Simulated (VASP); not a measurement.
# Ag (Fm-3m) in VASP: a series of runs, part 2 of 2

VASP 6.6.1. The steps go on from the part before.

## Step 3: Single point, PBE (volume scaled by 0.84)

The input, INCAR:

```
SYSTEM = Ag
PREC     = Accurate       ! precision mode
ENCUT    = 520            ! plane-wave cutoff, eV
EDIFF    = 1E-7           ! SCF threshold, eV
ISMEAR   = -1             ! smearing method
SIGMA    = 0.1            ! smearing width, eV
LREAL    = .FALSE.        ! projectors in reciprocal space
LASPH    = .TRUE.         ! aspherical terms in the spheres
NELM     = 100            ! most SCF steps
ALGO     = Normal         ! electronic algorithm
ISIF     = 2              ! what is computed and relaxed
LWAVE    = .FALSE.        ! write WAVECAR
LCHARG   = .FALSE.        ! write CHGCAR
GGA      = PE             ! functional
NBANDS   = 12             ! bands
```

The input, KPOINTS:

```
regular mesh
0
G
  16 16 16
  0 0 0
```

The input, POSCAR:

```
Ag
1.0
    0.0000000000      1.9570269915      1.9570269915
    1.9570269915      0.0000000000      1.9570269915
    1.9570269915      1.9570269915      0.0000000000
Ag
1
Direct
    0.0000000000      0.0000000000      0.0000000000
```

Potentials or basis: VASP PAW PBE potentials, release 64 (Ag).

Run with:

```console
cat potpaw_PBE.64/Ag/POTCAR > POTCAR
mpirun -np 1 vasp_std > vasp.out
```

OUTCAR:

```text
SYSTEM = Ag
   PREC = Accurate
   ENCUT = 520
   EDIFF = 1E-7
   ISMEAR = -1
   LREAL = .FALSE.
   LASPH = .TRUE.
   NELM = 100
   ISIF = 2
   GGA = PE

 ion  position               nearest neighbor table
   1  0.000  0.000  0.000-

  LATTYP: Found a face centered cubic cell.
 ALAT       =     3.9140539830

  Lattice vectors:

 A1 = (   0.0000000000,   1.9570269915,   1.9570269915)
 A2 = (   1.9570269915,   0.0000000000,   1.9570269915)
 A3 = (   1.9570269915,   1.9570269915,   0.0000000000)

Analysis of symmetry for initial positions (statically):
[... 531 lines left out ...]
      7      26.7735      0.00000
      8      28.9510      0.00000
      9      30.4913      0.00000
     10      31.6214      0.00000
     11      35.8076      0.00000
     12      37.7827      0.00000

 [... further k-points ...]
[... 5 lines left out ...]
  --------------------------------------------------------------------------------------
  -------------------------------------------------------------------------------------
  Total        2.4220863      2.4220863      2.4220863     -0.0000000      0.0000000     -0.0000000
  in kB      258.8688271    258.8688271    258.8688271     -0.0000000      0.0000000     -0.0000000
  external PRESSURE =     258.8688271 kB  Pullay stress =       0.0000000 kB

 VOLUME and BASIS-vectors are now :
 -----------------------------------------------------------------------------
  energy-cutoff  :      520.00
  volume of cell :       14.99
      direct lattice vectors                 reciprocal lattice vectors
     0.000000000  1.957026992  1.957026992    -0.255489578  0.255489578  0.255489578
     1.957026992  0.000000000  1.957026992     0.255489578 -0.255489578  0.255489578
     1.957026992  1.957026992  0.000000000     0.255489578  0.255489578 -0.255489578

 POSITION                                       TOTAL-FORCE (eV/Angst)
 -----------------------------------------------------------------------------------
      0.00000      0.00000      0.00000        -0.000000     -0.000000      0.000000
 -----------------------------------------------------------------------------------
    total drift:                               -0.000000     -0.000000      0.000000

  FREE ENERGIE OF THE ION-ELECTRON SYSTEM (eV)
  ---------------------------------------------------
  free  energy   TOTEN  =        -2.5331779112 eV

  energy  without entropy=       -2.5255813849  energy(sigma->0) =       -2.52937965
```

OSZICAR:

```text
N       E                     dE             d eps       ncg     rms          rms(c)
DAV:   1     0.532900649413E+02    0.53290E+02   -0.55619E+03  3520   0.844E+02
DAV:   2    -0.197543917018E+01   -0.55266E+02   -0.52562E+02  4160   0.203E+02
DAV:   3    -0.281851534431E+01   -0.84308E+00   -0.84263E+00  4088   0.257E+01
DAV:   4    -0.282099086507E+01   -0.24755E-02   -0.24754E-02  4084   0.147E+00
DAV:   5    -0.282100784387E+01   -0.16979E-04   -0.16977E-04  4104   0.108E-01    0.756E+00
DAV:   6    -0.255352945985E+01    0.26748E+00   -0.89438E-01  3948   0.877E+00    0.459E+00
DAV:   7    -0.253740504975E+01    0.16124E-01   -0.23787E-02  4044   0.144E+00    0.235E+00
DAV:   8    -0.253316971491E+01    0.42353E-02   -0.85680E-04  3908   0.233E-01    0.137E-01
DAV:   9    -0.253317375035E+01   -0.40354E-05   -0.75966E-06  4148   0.235E-02    0.272E-02
DAV:  10    -0.253317857548E+01   -0.48251E-05   -0.33890E-06  3984   0.157E-02    0.793E-03
DAV:  11    -0.253317796527E+01    0.61021E-06   -0.10025E-07  3936   0.266E-03    0.662E-04
DAV:  12    -0.253317791117E+01    0.54102E-07   -0.34144E-09  2152   0.550E-04
   1 F= -.25331779E+01 E0= -.25293796E+01  d E =-.759653E-02
```

It took 18 s on 1 thread of AMD EPYC 9R14 (Zen 4), shared host; peak memory 0.13 GiB.

Results:

```yaml
Free_energy: -2.5332 eV
Pressure: 25.9 GPa
```

Levels at points of the mesh, in eV from the Fermi level:
```csv
k point,band 3,band 4,band 5,band 6,band 7,band 8,band 9,band 10
"(0.00, 0.00, 0.00)",-5.34,-5.34,-4.04,-4.04,16.23,20.57,20.57,20.57
"(0.50, 0.00, 0.00)",-5.37,-3.05,-3.05,-0.78,4.37,15.48,19.20,19.20
"(0.50, 0.50, 0.00)",-3.08,-2.78,-2.78,1.47,7.81,11.31,11.31,18.81
```

Caveat: the cell differs from its parent crystal (volume scaled by 0.84).

## Step 4: Single point, PBE (volume scaled by 0.92)

The input, INCAR:

```
PREC     = Accurate       # precision mode
ENCUT    = 520            # plane-wave cutoff, eV
EDIFF    = 1E-6           # SCF threshold, eV
ISMEAR   = -1             # smearing method
SIGMA    = 0.1            # smearing width, eV
LREAL    = F              # projectors in reciprocal space
LASPH    = T              # aspherical terms in the spheres
NELM     = 60             # most SCF steps
ALGO     = Normal         # electronic algorithm
ISIF     = 2              # what is computed and relaxed
LWAVE    = F              # write WAVECAR
LCHARG   = T              # write CHGCAR
GGA      = PE             # functional
LELF     = T              # ELF
LVHAR    = T            
NBANDS   = 12             # bands
```

The input, KPOINTS:

```
regular mesh
0
Gamma
  16 16 16
```

The input, POSCAR:

```
Ag
1.0
    0.0000000000      2.0172806805      2.0172806805
    2.0172806805      0.0000000000      2.0172806805
    2.0172806805      2.0172806805      0.0000000000
Ag
1
Direct
    0.0000000000      0.0000000000      0.0000000000
```

Potentials or basis: VASP PAW PBE potentials, release 64 (Ag).

Run with:

```console
cat potpaw_PBE.64/Ag/POTCAR > POTCAR
mpirun -np 1 vasp_std > vasp.out
```

OUTCAR:

```text
PREC = Accurate
   ENCUT = 520
   EDIFF = 1E-6
   ISMEAR = -1
   LREAL = F
   LASPH = T
   NELM = 60
   ISIF = 2
   GGA = PE

 ion  position               nearest neighbor table
   1  0.000  0.000  0.000-

  LATTYP: Found a face centered cubic cell.
 ALAT       =     4.0345613610

  Lattice vectors:

 A1 = (   0.0000000000,   2.0172806805,   2.0172806805)
 A2 = (   2.0172806805,   0.0000000000,   2.0172806805)
 A3 = (   2.0172806805,   2.0172806805,   0.0000000000)

Analysis of symmetry for initial positions (statically):
=====================================================================
 Subroutine PRICEL returns:
 Original cell was already a primitive cell.

 Routine SETGRP: Setting up the symmetry group for a
 face centered cubic supercell.

 Subroutine GETGRP returns: Found 48 space group operations
 (whereof 48 operations were pure point group operations)
 out of a pool of 48 trial point group operations.

The static configuration has the point symmetry O_h .

Analysis of symmetry for dynamics (positions and initial velocities):
[... 161 lines left out ...]
 fundamental gap:      0.0171754445
 Fermi energy:         8.9445155988

 k-point     1 :       0.0000    0.0000    0.0000
  band No.  band energies     occupation
      1       0.9165      2.00000
      2       4.0188      2.00000
      3       4.0188      2.00000
      4       4.0188      2.00000
      5       5.1245      2.00000
      6       5.1245      2.00000
      7      25.0682      0.00000
      8      28.8712      0.00000
      9      28.8712      0.00000
     10      28.8712      0.00000
     11      33.7735      0.00000
     12      35.1751      0.00000
[... 331 lines left out ...]
 k-point    24 :      -0.0625    0.0625    0.0000
  band No.  band energies     occupation
      1       1.2475      2.00000
      2       3.9257      2.00000
      3       4.1042      2.00000
      4       4.1343      2.00000
      5       5.0387      2.00000
      6       5.1460      2.00000
      7      25.1182      0.00000
      8      26.8795      0.00000
      9      28.3067      0.00000
     10      29.4899      0.00000
     11      33.0994      0.00000
     12      35.0517      0.00000

 [... further k-points ...]
[... 5 lines left out ...]
  --------------------------------------------------------------------------------------
  -------------------------------------------------------------------------------------
  Total        0.9679393      0.9679393      0.9679393     -0.0000000      0.0000000      0.0000000
  in kB       94.4560373     94.4560373     94.4560373     -0.0000000      0.0000000      0.0000000
  external PRESSURE =      94.4560373 kB  Pullay stress =       0.0000000 kB

 VOLUME and BASIS-vectors are now :
 -----------------------------------------------------------------------------
  energy-cutoff  :      520.00
  volume of cell :       16.42
      direct lattice vectors                 reciprocal lattice vectors
     0.000000000  2.017280680  2.017280680    -0.247858419  0.247858419  0.247858419
     2.017280680  0.000000000  2.017280680     0.247858419 -0.247858419  0.247858419
     2.017280680  2.017280680  0.000000000     0.247858419  0.247858419 -0.247858419

 POSITION                                       TOTAL-FORCE (eV/Angst)
 -----------------------------------------------------------------------------------
      0.00000      0.00000      0.00000         0.000000      0.000000     -0.000000
 -----------------------------------------------------------------------------------
    total drift:                               -0.000000      0.000000     -0.000000

  FREE ENERGIE OF THE ION-ELECTRON SYSTEM (eV)
  ---------------------------------------------------
  free  energy   TOTEN  =        -2.6849264737 eV

  energy  without entropy=       -2.6769524961  energy(sigma->0) =       -2.68093948
```

Run time: 14 s. Hardware: 1 thread of Intel Xeon 6975P-C, shared host; peak memory 0.16 GiB.

What came out:

```yaml
Free_energy: -2.6849 eV
Pressure: 9.4 GPa
```

Caveat: the cell differs from its parent crystal (volume scaled by 0.92).

## Step 5: Single point, PBE

This run uses another cell than the first one, of 17.85 Å³/atom, 1.190 times its volume.

The input, INCAR:

```
SYSTEM = Ag
ALGO = Normal
EDIFF = 1E-7
ENCUT = 520
GGA = PE
ISIF = 2
ISMEAR = -1
LASPH = .True.
LCHARG = .False.
LREAL = .False.
LWAVE = .False.
NBANDS = 12
NELM = 100
PREC = Accurate
SIGMA = 0.1
```

The input, KPOINTS:

```
k-points
0
Gamma
  16 16 16
  0 0 0
```

The input, POSCAR:

```
Ag
1.0
    0.0000000000      2.0741351598      2.0741351598
    2.0741351598      0.0000000000      2.0741351598
    2.0741351598      2.0741351598      0.0000000000
Ag
1
Direct
    0.0000000000      0.0000000000      0.0000000000
```

Run with:

```console
cat potpaw_PBE.64/Ag/POTCAR > POTCAR
mpirun -np 1 vasp_std > vasp.out
```

Run time: 17 s. Hardware: 1 thread of Intel Xeon 6975P-C, shared host; peak memory 0.16 GiB.

The run converged. Its results:

```
Free energy : -2.7235 eV
Pressure    : -0.1 GPa
```

Levels at points of the mesh, in eV from the Fermi level:
| k point | band 4 | band 5 | band 6 | band 7 | band 8 | band 9 |
| --- | --- | --- | --- | --- | --- | --- |
| (0.00, 0.00, 0.00) | -4.62 | -3.67 | -3.67 | 15.94 | 19.25 | 19.25 |
| (0.50, 0.00, 0.00) | -2.93 | -2.93 | -0.25 | 3.38 | 15.17 | 17.43 |
| (0.50, 0.50, 0.00) | -2.74 | -2.74 | 1.67 | 6.42 | 10.46 | 10.46 |

## Step 6: Overview

| cell | gap on the mesh (eV) | pressure (GPa) |
| --- | --- | --- |
| a = 2.768 Å, angles 60.0°, 1 atom | none | 25.9 |
| a = 2.853 Å, angles 60.0°, 1 atom | none | 9.4 |
| a = 2.933 Å, angles 60.0°, 1 atom | none | -0.1 |

Alike in all rows: task single point; level PBE; potentials or basis VASP PAW PBE potentials, release 64 (Ag); no spin polarisation; k mesh 16 × 16 × 16; cutoff (eV) 520; smearing fermi-dirac 0.1 eV.

Total energies depend on the potentials used, so only differences within one code and one set of settings carry meaning.
